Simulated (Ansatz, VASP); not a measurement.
# One calculation of Ba, two programs

File INCAR:

```
PREC     = Accurate       # precision mode
ENCUT    = 520            # plane-wave cutoff, eV
EDIFF    = 1E-7           # SCF threshold, eV
ISMEAR   = -1             # smearing method
SIGMA    = 0.1            # smearing width, eV
LREAL    = F              # projectors in reciprocal space
LASPH    = T              # aspherical terms in the spheres
NELM     = 80             # most SCF steps
ALGO     = Normal         # electronic algorithm
ISIF     = 2              # what is computed and relaxed
LWAVE    = F              # write WAVECAR
LCHARG   = F              # write CHGCAR
GGA      = RP             # functional
NBANDS   = 11             # bands
```

Contents of KPOINTS:

```
regular mesh
0
Gamma
  14 14 14
```

POSCAR

```
Ba
1.0
   -2.6425414283      2.6425414283      2.6425414283
    2.6425414283     -2.6425414283      2.6425414283
    2.6425414283      2.6425414283     -2.6425414283
Ba
1
Direct
    0.0000000000      0.0000000000      0.0000000000
```

Input for Ansatz:

```yaml
crystal:
  lattice:
    - [-2.6425414283, 2.6425414283, 2.6425414283]
    - [2.6425414283, -2.6425414283, 2.6425414283]
    - [2.6425414283, 2.6425414283, -2.6425414283]
  atoms:
    - { symbol: Ba, position: [0.0, 0.0, 0.0] }
hamiltonian:
  xc: rpbe
  pseudopotentials:
    kind: paw
    azcp:
      Ba: "pseudopotentials/Ba.paw.azcp"
basis:
  ecutwfc: 420
  fft_grid_basis: typed
kpoints:
  mp_grid: { grid: [14, 14, 14], shift: [0, 0, 0] }
magnetization:
  spin_polarized: false
scf:
  occupations: { method: fermi_dirac, width: 0.1 }
output:
  stress: true
```

Alike in both runs: task single point; functional RPBE; k mesh 14 × 14 × 14; occupations fermi-dirac, width 0.1 eV; no spin polarisation.

|  | VASP | Ansatz |
| --- | --- | --- |
| version | VASP 6.6.1 | Ansatz 0.2.0 |
| potentials or method | VASP PAW PBE potentials, release 64 (Ba_sv), cutoff 520 eV | plane waves (420 eV) with PAW, scalar-relativistic |
| valence electrons in the cell | 10 | 10 |

|  | VASP | Ansatz | Ansatz less VASP |
| --- | --- | --- | --- |
| pressure (GPa) | -0.5 | -0.5 | -0.02 |

VASP's potentials were made for PBE, not for RPBE.

Spin-orbit coupling is off throughout.
